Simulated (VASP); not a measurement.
# TaN (P-62m) in VASP: a series of runs

TaN is run at these levels: BLYP, LDA; tasks: single point.

All numbers are computed with VASP 6.6.1; they aren't measurements. Logs are shortened: lines on timing, memory, paths and dates and some standing lists are left out, and cuts for length are marked.

## (1) The cell of the first run

It takes space group P-62m (No. 189, hexagonal). The conventional cell has a = 5.196 Å, b = 5.196 Å, c = 2.911 Å, α = 90.00°, β = 90.00°, γ = 120.00°. Ta (site symmetry -6) has 6 N at 2.16 Å and 5 Ta at 2.91 to 3.00 Å within 3.0 Å. Ta (site symmetry -62m) has 3 N at 2.04 Å within 2.7 Å. N (site symmetry m2m) has 5 Ta at 2.04 to 2.16 Å and 6 N at 2.77 to 2.91 Å within 3.0 Å.

## (2) Single point, BLYP

Input file INCAR:

```
PREC     = Accurate       # precision mode
ENCUT    = 520            # plane-wave cutoff, eV
EDIFF    = 1E-7           # SCF threshold, eV
ISMEAR   = -1             # smearing method
SIGMA    = 0.1            # smearing width, eV
LREAL    = False          # projectors in reciprocal space
LASPH    = True           # aspherical terms in the spheres
NELM     = 60             # most SCF steps
ALGO     = Normal         # electronic algorithm
ISIF     = 2              # what is computed and relaxed
LWAVE    = False          # write WAVECAR
LCHARG   = False          # write CHGCAR
GGA      = B5             # functional
ALDAX    = 1.0          
AGGAX    = 1.0          
AGGAC    = 1.0          
ALDAC    = 0.0          
NBANDS   = 33             # bands
```

Input file KPOINTS:

```
regular mesh
0
Gamma
  5 5 8
```

Input file POSCAR:

```
TaN
1.0
    5.1960000000      0.0000000000      0.0000000000
   -2.5980000000      4.4998680000      0.0000000000
    0.0000000000      0.0000000000      2.9110000000
Ta N
3 3
Direct
    0.3333333333      0.6666666667      0.5000000000
    0.6666666667      0.3333333333      0.5000000000
    0.0000000000      0.0000000000      0.0000000000
    0.3928500000      0.0000000000      0.0000000000
    0.6071500000      0.6071500000      0.0000000000
    0.0000000000      0.3928500000      0.0000000000
```

Potentials or basis: VASP PAW PBE potentials, release 64 (Ta_pv, N).

Command:

```
$ cat potpaw_PBE.64/Ta_pv/POTCAR potpaw_PBE.64/N/POTCAR > POTCAR
$ mpirun -np 1 vasp_std > vasp.out
```

OUTCAR:

```text
PREC = Accurate
   ENCUT = 520
   EDIFF = 1E-7
   ISMEAR = -1
   LREAL = False
   LASPH = True
   NELM = 60
   ISIF = 2
   GGA = B5

 ion  position               nearest neighbor table
   1  0.333  0.667  0.500-   5 2.16   5 2.16   6 2.16   6 2.16   4 2.16   4 2.16   2 3.00   2 3.00
                             2 3.00   3 3.33   3 3.33   3 3.33   3 3.33   3 3.33   3 3.33
   2  0.667  0.333  0.500-   6 2.16   6 2.16   4 2.16   4 2.16   5 2.16   5 2.16   1 3.00   1 3.00
                             1 3.00   3 3.33   3 3.33   3 3.33   3 3.33   3 3.33   3 3.33
   3  0.000  0.000  0.000-   4 2.04   5 2.04   6 2.04   2 3.33   1 3.33   1 3.33   2 3.33   2 3.33
                             2 3.33   1 3.33   1 3.33   2 3.33   2 3.33   1 3.33   1 3.33
   4  0.393  0.000  0.000-   3 2.04   1 2.16   1 2.16   2 2.16   2 2.16
   5  0.607  0.607  0.000-   3 2.04   1 2.16   1 2.16   2 2.16   2 2.16
   6  0.000  0.393  0.000-   3 2.04   2 2.16   2 2.16   1 2.16   1 2.16

  LATTYP: Found a hexagonal cell.
 ALAT       =     5.1960000000
 C/A-ratio  =     0.5602386451

  Lattice vectors:

 A1 = (   5.1960000000,   0.0000000000,   0.0000000000)
 A2 = (  -2.5980000000,   4.4998680000,   0.0000000000)
 A3 = (   0.0000000000,   0.0000000000,   2.9110000000)

Analysis of symmetry for initial positions (statically):
=====================================================================
 Subroutine PRICEL returns:
 Original cell was already a primitive cell.

 Routine SETGRP: Setting up the symmetry group for a
 hexagonal supercell.

 Subroutine GETGRP returns: Found 12 space group operations
 (whereof 12 operations were pure point group operations)
 out of a pool of 24 trial point group operations.

The static configuration has the point symmetry D_3h.

Analysis of symmetry for dynamics (positions and initial velocities):
=====================================================================
 Subroutine PRICEL returns:
 Original cell was already a primitive cell.

 Routine SETGRP: Setting up the symmetry group for a
 hexagonal supercell.

 Subroutine GETGRP returns: Found 12 space group operations
 (whereof 12 operations were pure point group operations)
 out of a pool of 24 trial point group operations.

The dynamic configuration has the point symmetry D_3h.

 Subroutine INISYM returns: Found 12 space group operations
 (whereof 12 operations are pure point group operations),
 and found     1 'primitive' translations

----------------------------------------------------------------------------------------

                                     Primitive cell

  volume of cell :      68.0630

  direct lattice vectors                    reciprocal lattice vectors
     5.196000000  0.000000000  0.000000000     0.192455735  0.111114370  0.000000000
    -2.598000000  4.499868000  0.000000000     0.000000000  0.222228741  0.000000000
     0.000000000  0.000000000  2.911000000     0.000000000  0.000000000  0.343524562

  length of vectors
     5.196000000  5.196000002  2.911000000     0.222228741  0.222228741  0.343524562

  position of ions in fractional coordinates (direct lattice)
     0.333333333  0.666666667  0.500000000
     0.666666667  0.333333333  0.500000000
     0.000000000  0.000000000  0.000000000
     0.392850000  0.000000000  0.000000000
     0.607150000  0.607150000  0.000000000
     0.000000000  0.392850000  0.000000000

  ion indices of the primitive-cell ions
   primitive index   ion index
                 1           1
                 2           2
                 3           3
                 4           4
                 5           5
                 6           6

----------------------------------------------------------------------------------------

 KPOINTS: regular mesh

Automatic generation of k-mesh.
 Grid dimensions read from file:
 generate k-points for:    5    5    8

 Generating k-lattice:

  Cartesian coordinates                     Fractional coordinates (reciprocal lattice)
     0.038491147  0.022222874  0.000000000     0.200000000 -0.000000000  0.000000000
     0.000000000  0.044445748  0.000000000     0.000000000  0.200000000  0.000000000
     0.000000000  0.000000000  0.042940570     0.000000000  0.000000000  0.125000000

  Length of vectors
     0.044445748  0.044445748  0.042940570

  Shift w.r.t. Gamma in fractional coordinates (k-lattice)
     0.000000000  0.000000000  0.000000000

 Subroutine IBZKPT returns following result:
 ===========================================

 Found     25 irreducible k-points:

 Following reciprocal coordinates:
            Coordinates               Weight
  0.000000  0.000000  0.000000      1.000000
  0.200000 -0.000000  0.000000      6.000000
  0.400000  0.000000  0.000000      6.000000
  0.200000  0.200000  0.000000      6.000000
  0.400000  0.200000  0.000000      6.000000
  0.000000  0.000000  0.125000      2.000000
[... 16 lines left out ...]
  0.400000  0.000000  0.500000      6.000000
  0.200000  0.200000  0.500000      6.000000
   k-points           NKPTS =     25   k-points in BZ     NKDIM =     25   number of bands    NBANDS=     33
   number of dos      NEDOS =    301   number of ions     NIONS =      6
   total plane-waves  NPLWV =  38400
   dimension x,y,z NGX =    40 NGY =   40 NGZ =   24
   dimension x,y,z NGXF=    80 NGYF=   80 NGZF=   48
   ions per type =               3   3
   NGX,Y,Z   is equivalent  to a cutoff of  12.80, 12.80, 13.71 a.u.
   NGXF,Y,Z  is equivalent  to a cutoff of  25.60, 25.60, 27.41 a.u.
 SYSTEM =  unknown system
   PREC   = accura    normal or accurate (medium, high low for compatibility)
   ISTART =      0    job   : 0-new  1-cont  2-samecut
   ICHARG =      2    charge: 1-file 2-atom 10-const
   ISPIN  =      1    spin polarized calculation?
   LNONCOLLINEAR =      F non collinear calculations
   LSORBIT =      F    spin-orbit coupling
   LASPH  =      T    aspherical Exc in radial PAW
   ENCUT  =  520.0 eV  38.22 Ry    6.18 a.u.   9.66  9.66  5.41*2*pi/ulx,y,z
   NELM   =     60;   NELMIN=  2; NELMDL= -5     # of ELM steps
   EDIFF  = 0.1E-06   stopping-criterion for ELM
   LREAL  =      F    real-space projection
   EDIFFG = 0.1E-05   stopping-criterion for IOM
   NSW    =      0    number of steps for IOM
   IBRION =     -1    ionic relax: 0-MD 1-quasi-New 2-CG
   NFREE  =      0    steps in history (QN), initial steepest desc. (CG)
   ISIF   =      2    stress and relaxation
   ISYM   =      2    0-nonsym 1-usesym 2-fastsym
   POTIM  = 0.5000    time-step for ionic-motion
   TEBEG  =    0.0;   TEEND  =   0.0 temperature during run
   PSTRESS=    0.0 pullay stress
   NELECT =      48.0000    total number of electrons
   NUPDOWN=      -1.0000    fix difference up-down
   EMIN   =  10.00;   EMAX   =-10.00  energy-range for DOS
   EFERMI =   0.00;   METHOD = LEGACY
   ISMEAR =    -1;   SIGMA  =   0.10  broadening in eV -4-tet -1-fermi 0-gaus
   EFERMI_NEDOS =   21; number of points for ismear=-14 and -15
   IALGO  =     38    algorithm
   IMIX   =      4    mixing-type and parameters
     AMIX     =   0.40;   BMIX     =  1.00
     AMIX_MAG =   1.60;   BMIX_MAG =  1.00
  volume/ion in A,a.u.               =      11.34        76.55
  Fermi-wavevector in a.u.,A,eV,Ry     =   1.457197  2.753703 28.890916  2.123422
  Thomas-Fermi vector in A             =   2.574026
   LORBIT       =      0    0 simple, 1 ext, 2 COOP (PROOUT), +10 PAW based schemes
   GGA     = B5    functional components
   LHFCALC =     F    Hartree Fock is set to
   AEXX    =    0.0000 exact exchange contribution
   IVDW    =     0    specifies the selected vdW correction
   LEPSILON=     F    determine dielectric tensor
   LRPA    =     F    only Hartree local field effects (RPA)
 non-spin polarized calculation
  energy-cutoff  :      520.00
  volume of cell :       68.06
 maximum number of plane-waves:      1860
 NGX is ok and might be reduce to    40
   NGX = 19   NGY = 19   NGZ = 11

 number of electron      48.0000001 magnetization

 Free energy of the ion-electron system (eV)
  ---------------------------------------------------
  ext. energy  EPLUGINS =         0.00000000
  ---------------------------------------------------
  free energy    TOTEN  =       -61.59056856 eV

  energy without entropy =      -61.56334600  energy(sigma->0) =      -61.57695728

 E-fermi :   8.9539     XC(G=0): -12.3285

 val. band max:        8.7772157674   @ k =   0.2000  -0.0000   0.1250
 cond. band min:       9.0785426169   @ k =   0.2000  -0.0000   0.2500
 fundamental gap:      0.3013268494
 Fermi energy:         8.9538664990

 k-point     1 :       0.0000    0.0000    0.0000
  band No.  band energies     occupation
      1     -27.3167      2.00000
      2     -27.3167      2.00000
      3     -26.9570      2.00000
      4     -26.9570      2.00000
      5     -26.7832      2.00000
      6     -26.6755      2.00000
[... 25 lines left out ...]
     32      11.9446      0.00000
     33      11.9446      0.00000

 k-point     2 :       0.2000   -0.0000    0.0000
  band No.  band energies     occupation
      1     -27.3462      2.00000
      2     -27.3033      2.00000
      3     -26.9406      2.00000
      4     -26.9192      2.00000
      5     -26.7736      2.00000
      6     -26.6843      2.00000
[... 25 lines left out ...]
     32      12.2289      0.00000
     33      12.3282      0.00000

 k-point     3 :       0.4000    0.0000    0.0000
  band No.  band energies     occupation
      1     -27.3859      2.00000
      2     -27.2345      2.00000
      3     -26.9953      2.00000
      4     -26.8650      2.00000
      5     -26.7517      2.00000
      6     -26.7050      2.00000
[... 25 lines left out ...]
     32      12.6183      0.00000
     33      12.8081      0.00000

 k-point     4 :       0.2000    0.2000    0.0000
  band No.  band energies     occupation
      1     -27.3634      2.00000
      2     -27.2699      2.00000
      3     -26.9827      2.00000
      4     -26.8709      2.00000
      5     -26.7572      2.00000
      6     -26.6998      2.00000
[... 25 lines left out ...]
     32      12.5345      0.00000
     33      12.6475      0.00000

 k-point     5 :       0.4000    0.2000    0.0000
  band No.  band energies     occupation
      1     -27.3705      2.00000
      2     -27.1984      2.00000
      3     -27.0797      2.00000
      4     -26.8445      2.00000
      5     -26.7389      2.00000
      6     -26.7174      2.00000
[... 604 lines left out ...]
 k-point    22 :       0.2000   -0.0000    0.5000
  band No.  band energies     occupation
      1     -27.6211      2.00000
      2     -27.4539      2.00000
      3     -27.1790      2.00000
      4     -27.1441      2.00000
      5     -26.8299      2.00000
      6     -26.7789      2.00000
[... 25 lines left out ...]
     32      13.0661      0.00000
     33      13.2801      0.00000

 k-point    23 :       0.4000    0.0000    0.5000
  band No.  band energies     occupation
      1     -27.5968      2.00000
      2     -27.4927      2.00000
      3     -27.1950      2.00000
      4     -27.1039      2.00000
      5     -26.8813      2.00000
      6     -26.7620      2.00000
[... 25 lines left out ...]
     32      13.8108      0.00000
     33      14.1334      0.00000

 k-point    24 :       0.2000    0.2000    0.5000
  band No.  band energies     occupation
      1     -27.6015      2.00000
      2     -27.4855      2.00000
      3     -27.2051      2.00000
      4     -27.0912      2.00000
      5     -26.8837      2.00000
      6     -26.7606      2.00000
[... 25 lines left out ...]
     32      13.6829      0.00000
     33      14.0781      0.00000

 [... further k-points ...]

------------------------ aborting loop because EDIFF is reached ----------------------------------------

  FORCE on cell =-STRESS in cart. coord.  units (eV):
  Direction    XX          YY          ZZ          XY          YZ          ZX
  --------------------------------------------------------------------------------------
  -------------------------------------------------------------------------------------
  Total        7.5935259      7.5935259      6.9115737      0.0000000     -0.0000000      0.0000000
  in kB      178.7487190    178.7487191    162.6958235      0.0000000     -0.0000000      0.0000000
  external PRESSURE =     173.3977539 kB  Pullay stress =       0.0000000 kB

 VOLUME and BASIS-vectors are now :
 -----------------------------------------------------------------------------
  energy-cutoff  :      520.00
  volume of cell :       68.06
      direct lattice vectors                 reciprocal lattice vectors
     5.196000000  0.000000000  0.000000000     0.192455735  0.111114370  0.000000000
    -2.598000000  4.499868000  0.000000000     0.000000000  0.222228741  0.000000000
     0.000000000  0.000000000  2.911000000     0.000000000  0.000000000  0.343524562

 POSITION                                       TOTAL-FORCE (eV/Angst)
 -----------------------------------------------------------------------------------
     -0.00000      2.99991      1.45550         0.000000      0.000000      0.000000
      2.59800      1.49996      1.45550         0.000000      0.000000      0.000000
      0.00000      0.00000      0.00000         0.000000      0.000000      0.000000
      2.04125      0.00000      0.00000        -0.042570      0.000000     -0.000000
      1.57738      2.73209      0.00000         0.021285      0.036866      0.000000
     -1.02062      1.76777      0.00000         0.021285     -0.036866      0.000000
 -----------------------------------------------------------------------------------
    total drift:                               -0.000002     -0.000003      0.000000

  FREE ENERGIE OF THE ION-ELECTRON SYSTEM (eV)
  ---------------------------------------------------
  free  energy   TOTEN  =       -61.5905685584 eV

  energy  without entropy=      -61.5633460017  energy(sigma->0) =      -61.57695728
```

Wall time 2.3 min (1 thread of Intel Xeon 8259CL, shared host); peak memory 0.21 GiB.

What came out:

```
Free energy            : -61.5906 eV
Pressure               : 17.3 GPa
Largest force          : 0.043 eV/Å
Band gap on the k mesh : zero (bands 24 and 25 overlap by 3.02 eV)
```

Forces on the atoms (eV/Å):
```
Ta   0.000  0.000  0.000
Ta   0.000  0.000  0.000
Ta   0.000  0.000  0.000
N   -0.043  0.000  0.000
N    0.021  0.037  0.000
N    0.021 -0.037  0.000
```

Caveat: the cell stands under pressure; the PAW data sets were made with another functional, which shifts forces and pressure a little; spin-orbit coupling is left out, which moves the levels of the heavy elements.

## (3) Single point, LDA

Input file INCAR:

```
PREC = Accurate
ENCUT = 520
EDIFF = 1E-6
ISMEAR = -1
SIGMA = 0.1
LREAL = False
LASPH = True
NELM = 80
ALGO = Normal
ISIF = 2
LWAVE = False
LCHARG = False
GGA = CA
NBANDS = 33
```

KPOINTS is that of step 2.

POSCAR is that of step 2.

Potentials or basis: VASP PAW LDA potentials, release 64 (Ta_pv, N).

Command:

```
$ cat potpaw_LDA.64/Ta_pv/POTCAR potpaw_LDA.64/N/POTCAR > POTCAR
$ mpirun -np 1 vasp_std > vasp.out
```

Wall time 91 s (1 thread of Intel Xeon 8259CL, shared host); peak memory 0.19 GiB.

Results (log left out):

```yaml
Free_energy: -74.1102 eV
Pressure: -8.3 GPa
Largest_force: 0.060 eV/Å
Band_gap_on_the_k_mesh: zero (bands 24 and 25 overlap by 3.08 eV)
```

Forces in eV/Å, atoms in the order of the input:
```
Ta   0.000  0.000  0.000
Ta   0.000  0.000  0.000
Ta   0.000  0.000  0.000
N   -0.060  0.000  0.000
N    0.030  0.052  0.000
N    0.030 -0.052  0.000
```

Stress tensor (GPa, compression positive):
```
 -7.40   0.00   0.00
  0.00  -7.40   0.00
  0.00   0.00 -10.08
```

Levels at points of the mesh, in eV from the Fermi level:
```tsv
k point	band 21	band 22	band 23	band 24	band 25	band 26	band 27	band 28
(0.00, 0.00, 0.00)	-4.32	-3.40	-2.02	-1.03	-1.03	0.42	0.42	1.70
(0.00, 0.00, 0.50)	-4.40	-2.96	-2.96	1.77	1.77	1.90	2.08	2.08
```

Caveat: the cell stands under tension; spin-orbit coupling is left out, which moves the levels of the heavy elements.
